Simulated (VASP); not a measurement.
# SnGe2 (C2/m) in VASP: further runs

Runs on SnGe2. Level: PBE. Tasks: single point, relaxation of cell and atoms.

Program: VASP 6.6.1. These are calculated values, not measurements. Logs are shortened: lines on timing, memory, paths and dates and some standing lists are left out, and cuts for length are marked.

## (1) The cell of the first run

The structure is monoclinic, space group C2/m (No. 12). The conventional cell has a = 5.393 Å, b = 3.171 Å, c = 7.810 Å, α = 90.00°, β = 93.85°, γ = 90.00°. Sn (site symmetry 2/m) has 6 Ge at 3.13 to 3.26 Å and 6 Sn at 3.13 to 3.17 Å within 4.1 Å. Ge (site symmetry m) has 3 Sn at 3.13 to 3.26 Å and 9 Ge at 3.13 to 3.26 Å within 4.1 Å.

## (2) Single point, PBE

File INCAR:

```
SYSTEM = SnGe2
PREC = Accurate ; ENCUT = 520
EDIFF = 1E-6 ; ISMEAR = 0
SIGMA = 0.1 ; LREAL = .FALSE.
LASPH = .TRUE. ; NELM = 100
ALGO = Normal ; ISIF = 2
LWAVE = .FALSE. ; LCHARG = .FALSE.
GGA = PE ; NBANDS = 28
```

File KPOINTS:

```
regular mesh
0
G
  6 6 2
  0 0 0
```

File POSCAR:

```
SnGe2
1.0
    2.6965615000     -1.5857063200      0.0000000000
    2.6965615000      1.5857063200      0.0000000000
   -0.5238283800      0.0000000000      7.7924467400
Sn Ge
1 2
Direct
    0.5000000000      0.5000000000      0.0000000000
    0.8333333300      0.8333333300      0.6666666700
    0.1666666700      0.1666666700      0.3333333300
```

Potentials or basis: VASP PAW PBE potentials, release 64 (Sn_d, Ge_d).

Run with:

```bash
> cat potpaw_PBE.64/Sn_d/POTCAR potpaw_PBE.64/Ge_d/POTCAR > POTCAR
> mpirun -np 1 vasp_std > vasp.out
```

OUTCAR:

```text
SYSTEM = SnGe2
   PREC = Accurate
   ENCUT = 520
   EDIFF = 1E-6
   ISMEAR = 0
   LREAL = .FALSE.
   LASPH = .TRUE.
   NELM = 100
   ISIF = 2
   GGA = PE

 ion  position               nearest neighbor table
   1  0.500  0.500  0.000-   3 3.13   3 3.13   2 3.13   2 3.13   2 3.26   3 3.26
   2  0.833  0.833  0.667-   1 3.13   1 3.13   1 3.26
   3  0.167  0.167  0.333-   1 3.13   1 3.13   1 3.26

  LATTYP: Found a base centered monoclinic cell.
 ALAT       =     5.3931230000
 B/A-ratio  =     0.5880475265
 C/A-ratio  =     1.4481467310
 COS(beta)  =    -0.0670712083

  Lattice vectors:

 A1 = (   2.6965615000,  -1.5857063200,   0.0000000000)
 A2 = (   2.6965615000,   1.5857063200,   0.0000000000)
 A3 = (  -0.5238283800,   0.0000000000,   7.7924467400)

Analysis of symmetry for initial positions (statically):
=====================================================================
 Subroutine PRICEL returns:
 Original cell was already a primitive cell.

 Routine SETGRP: Setting up the symmetry group for a
 base centered monoclinic supercell.

 Subroutine GETGRP returns: Found  4 space group operations
 (whereof  4 operations were pure point group operations)
 out of a pool of  4 trial point group operations.

The static configuration has the point symmetry C_2h.

Analysis of symmetry for dynamics (positions and initial velocities):
=====================================================================
 Subroutine PRICEL returns:
 Original cell was already a primitive cell.

 Routine SETGRP: Setting up the symmetry group for a
 base centered monoclinic supercell.

 Subroutine GETGRP returns: Found  4 space group operations
 (whereof  4 operations were pure point group operations)
 out of a pool of  4 trial point group operations.

The dynamic configuration has the point symmetry C_2h.

 Subroutine INISYM returns: Found  4 space group operations
 (whereof  4 operations are pure point group operations),
 and found     1 'primitive' translations

----------------------------------------------------------------------------------------

                                     Primitive cell

  volume of cell :      66.6403

  direct lattice vectors                    reciprocal lattice vectors
     2.696561500 -1.585706320  0.000000000     0.185421323 -0.315316899  0.012464500
[... 79 lines left out ...]
   PREC   = accura    normal or accurate (medium, high low for compatibility)
   ISTART =      0    job   : 0-new  1-cont  2-samecut
   ICHARG =      2    charge: 1-file 2-atom 10-const
   ISPIN  =      1    spin polarized calculation?
   LNONCOLLINEAR =      F non collinear calculations
   LSORBIT =      F    spin-orbit coupling
   LASPH  =      T    aspherical Exc in radial PAW
   ENCUT  =  520.0 eV  38.22 Ry    6.18 a.u.   5.82  5.82 14.52*2*pi/ulx,y,z
   NELM   =    100;   NELMIN=  2; NELMDL= -5     # of ELM steps
   EDIFF  = 0.1E-05   stopping-criterion for ELM
   LREAL  =      F    real-space projection
   EDIFFG = 0.1E-04   stopping-criterion for IOM
   NSW    =      0    number of steps for IOM
   IBRION =     -1    ionic relax: 0-MD 1-quasi-New 2-CG
   NFREE  =      0    steps in history (QN), initial steepest desc. (CG)
   ISIF   =      2    stress and relaxation
   ISYM   =      2    0-nonsym 1-usesym 2-fastsym
   POTIM  = 0.5000    time-step for ionic-motion
   TEBEG  =    0.0;   TEEND  =   0.0 temperature during run
   PSTRESS=    0.0 pullay stress
   NELECT =      42.0000    total number of electrons
   NUPDOWN=      -1.0000    fix difference up-down
   EMIN   =  10.00;   EMAX   =-10.00  energy-range for DOS
   EFERMI =   0.00;   METHOD = LEGACY
   ISMEAR =     0;   SIGMA  =   0.10  broadening in eV -4-tet -1-fermi 0-gaus
   EFERMI_NEDOS =   21; number of points for ismear=-14 and -15
   IALGO  =     38    algorithm
   IMIX   =      4    mixing-type and parameters
     AMIX     =   0.40;   BMIX     =  1.00
     AMIX_MAG =   1.60;   BMIX_MAG =  1.00
  volume/ion in A,a.u.               =      22.21       149.90
  Fermi-wavevector in a.u.,A,eV,Ry     =   1.403607  2.652433 26.805021  1.970113
  Thomas-Fermi vector in A             =   2.526252
   LORBIT       =      0    0 simple, 1 ext, 2 COOP (PROOUT), +10 PAW based schemes
   GGA     = PE    functional components
   LHFCALC =     F    Hartree Fock is set to
   AEXX    =    0.0000 exact exchange contribution
   IVDW    =     0    specifies the selected vdW correction
   LEPSILON=     F    determine dielectric tensor
   LRPA    =     F    only Hartree local field effects (RPA)
 non-spin polarized calculation
 Gauss-broadening in eV      SIGMA  =   0.10
  energy-cutoff  :      520.00
  volume of cell :       66.64
 maximum number of plane-waves:      1802
   NGX = 11   NGY = 11   NGZ = 29

 number of electron      42.0000012 magnetization

 Free energy of the ion-electron system (eV)
  ---------------------------------------------------
  ext. energy  EPLUGINS =         0.00000000
  ---------------------------------------------------
  free energy    TOTEN  =       -11.82929307 eV

  energy without entropy =      -11.82072113  energy(sigma->0) =      -11.82500710

 E-fermi :   7.1227     XC(G=0): -10.7852

 val. band max:        7.1154366440   @ k =   0.3333   0.1667   0.5000
 cond. band min:       7.1460151443   @ k =  -0.3333   0.3333   0.5000
 fundamental gap:      0.0305785003
 Fermi energy:         7.1227077811

 k-point     1 :       0.0000    0.0000    0.0000
  band No.  band energies     occupation
      1     -17.6440      2.00000
      2     -17.6429      2.00000
      3     -17.6401      2.00000
      4     -17.6388      2.00000
      5     -17.6360      2.00000
      6     -17.6353      2.00000
[... 733 lines left out ...]
     27      12.1338      0.00000
     28      15.2321      0.00000

 [... further k-points ...]
[... 5 lines left out ...]
  --------------------------------------------------------------------------------------
  -------------------------------------------------------------------------------------
  Total        1.0254029      0.7614458      0.7885376      0.0000000      0.0000000      0.3210378
  in kB       24.6529105     18.3068089     18.9581555      0.0000000      0.0000000      7.7184454
  external PRESSURE =      20.6392916 kB  Pullay stress =       0.0000000 kB

 VOLUME and BASIS-vectors are now :
 -----------------------------------------------------------------------------
  energy-cutoff  :      520.00
  volume of cell :       66.64
      direct lattice vectors                 reciprocal lattice vectors
     2.696561500 -1.585706320  0.000000000     0.185421323 -0.315316899  0.012464500
     2.696561500  1.585706320  0.000000000     0.185421323  0.315316899  0.012464500
    -0.523828380  0.000000000  7.792446740     0.000000000  0.000000000  0.128329398

 POSITION                                       TOTAL-FORCE (eV/Angst)
 -----------------------------------------------------------------------------------
      2.69656      0.00000      0.00000         0.000000      0.000000      0.000000
      4.14505      0.00000      5.19496        -0.034076     -0.000000     -0.592359
      0.72424      0.00000      2.59748         0.034076     -0.000000      0.592359
 -----------------------------------------------------------------------------------
    total drift:                               -0.000000     -0.000000     -0.000000

  FREE ENERGIE OF THE ION-ELECTRON SYSTEM (eV)
  ---------------------------------------------------
  free  energy   TOTEN  =       -11.8292930700 eV

  energy  without entropy=      -11.8207211258  energy(sigma->0) =      -11.82500710
```

stdout:

```text
POSCAR found type information on POSCAR SnGe
 POSCAR found :  2 types and       3 ions
 scaLAPACK will be used
 LDA part: xc-table for (Slater+PW92), standard interpolation
 POSCAR, INCAR and KPOINTS ok, starting setup
 FFT: planning ... GRIDC
 FFT: planning ... GRID_SOFT
 FFT: planning ... GRID
 WAVECAR not read
 entering main loop
```

Run time: 16 s. Hardware: 1 thread of Intel Xeon 6975P-C (Granite Rapids), shared host; peak memory 0.2 GiB.

Results:

```yaml
Free_energy: -11.8293 eV
Pressure: 2.1 GPa
Largest_force: 0.593 eV/Å
Band_gap_on_the_k_mesh: zero (band 21 reaches 12.94 eV, above the bottom of band 22 at 4.88 eV)
```

Forces on the atoms (eV/Å):
```
Sn   0.000  0.000  0.000
Ge  -0.034  0.000 -0.592
Ge   0.034  0.000  0.592
```

Stress tensor (GPa, compression positive):
```
2.47 0.00 0.77
0.00 1.83 0.00
0.77 0.00 1.90
```

Caveat: the k points lie up to 0.40 Å⁻¹ apart; spin-orbit coupling is left out, which moves the levels of the heavy elements.

## (3) Relaxation of cell and atoms, PBE

File INCAR:

```
SYSTEM = SnGe2
PREC = Accurate
ENCUT = 600
EDIFF = 1E-6
ISMEAR = 0
SIGMA = 0.1
LREAL = .FALSE.
LASPH = .TRUE.
NELM = 60
ALGO = Normal
ISIF = 3
LWAVE = .FALSE.
LCHARG = .FALSE.
GGA = PE
IBRION = 2
NSW = 90
EDIFFG = -0.04
```

KPOINTS is that of step 2.

POSCAR is that of step 2.

Potentials or basis: VASP PAW PBE potentials, release 64 (Sn_d, Ge_d).

Run with:

```bash
> cat potpaw_PBE.64/Sn_d/POTCAR potpaw_PBE.64/Ge_d/POTCAR > POTCAR
> mpirun -np 1 vasp_std > vasp.out
```

It took 6 min on 1 thread of Intel Xeon 6975P-C (Granite Rapids), shared host; peak memory 0.26 GiB.

The run converged. Its results:

```yaml
Free_energy: -12.1176 eV
Relaxed_volume: 23.25 Å³/atom
Relaxed_cell: a = 3.189 Å, b = 3.189 Å, c = 7.837 Å, α = 88.34°, β = 88.34°, γ = 61.17°
Space_group_after_relaxing_to_0.05_Å: C2/m (No. 12)
Energy_gained_by_relaxing: 96.1 meV/atom
Ionic_steps: 19
Pressure_after_relaxing: -0.1 GPa
Largest_force_after_relaxing: 0.039 eV/Å
Band_gap_on_the_k_mesh: zero (band 21 reaches 11.41 eV, above the bottom of band 22 at 4.71 eV)
```

Forces in eV/Å, atoms in the order of the input:
```
Sn   0.000  0.000  0.000
Ge  -0.039  0.000  0.002
Ge   0.039  0.000 -0.002
```

Stress tensor (GPa, compression positive):
```
-0.18  0.00  0.09
 0.00 -0.12  0.00
 0.09  0.00 -0.10
```

The path:
```
step  energy change (eV)  largest force (eV/Å)  pressure (GPa)  volume (Å³)
   1              0.0000                0.5939            2.09        66.64
   2             -0.0511                0.5675           -0.47        69.47
   3             -0.0607                0.5638           -2.00        71.46
   4             -0.1029                0.5930           -2.13        71.49
   5             -0.2193                0.4867           -2.12        71.54
   6             -0.1958                0.6815           -0.16        71.43
   7             -0.2656                0.1225           -1.61        71.53
   8             -0.2665                0.0555           -1.50        71.52
   9             -0.2807                0.0604            0.52        68.86
  10             -0.2810                0.0506            0.36        69.13
  11             -0.2852                0.0416            0.25        69.20
  12             -0.2866                0.0701            0.16        69.27
  13             -0.2866                0.0677            0.13        69.26
  14             -0.2873                0.0589            0.05        69.52
  15             -0.2872                0.0382           -0.28        70.28
  16             -0.2875                0.0434           -0.50        70.12
  17             -0.2876                0.0516           -0.30        69.82
  18             -0.2879                0.0431           -0.02        69.80
  19             -0.2882                0.0394           -0.13        69.76
```

Final structure:
```
Sn Ge
1.0
     2.74145   -1.62234    0.14165
     2.74145    1.62234    0.14165
    -0.14051    0.00000    7.83562
Sn Ge
1 2
Cartesian
  2.7415 0.0000 0.1417
  4.4354 0.0000 5.1945
  0.9070 0.0000 2.9245
```

Levels at points of the mesh, in eV from the Fermi level:
```
           k point  band 19  band 20  band 21  band 22  band 23  band 24
(0.00, 0.00, 0.00)    -1.65    -1.28     4.76     5.08     6.41     6.53
(0.50, 0.00, 0.00)    -4.08    -3.86    -3.21     1.78     2.15     2.84
(0.50, 0.50, 0.00)    -4.10    -3.68    -2.90     1.33     1.87     3.09
(0.00, 0.00, 0.50)    -4.67     2.91     4.76     4.78     5.05     6.49
(0.50, 0.00, 0.50)    -4.88    -2.36    -1.80     0.08     0.48     1.90
(0.50, 0.50, 0.50)    -4.80    -2.42    -1.83     0.46     0.65     1.46
```

Caveat: the k points lie up to 0.40 Å⁻¹ apart in the final cell; spin-orbit coupling is left out, which moves the levels of the heavy elements.
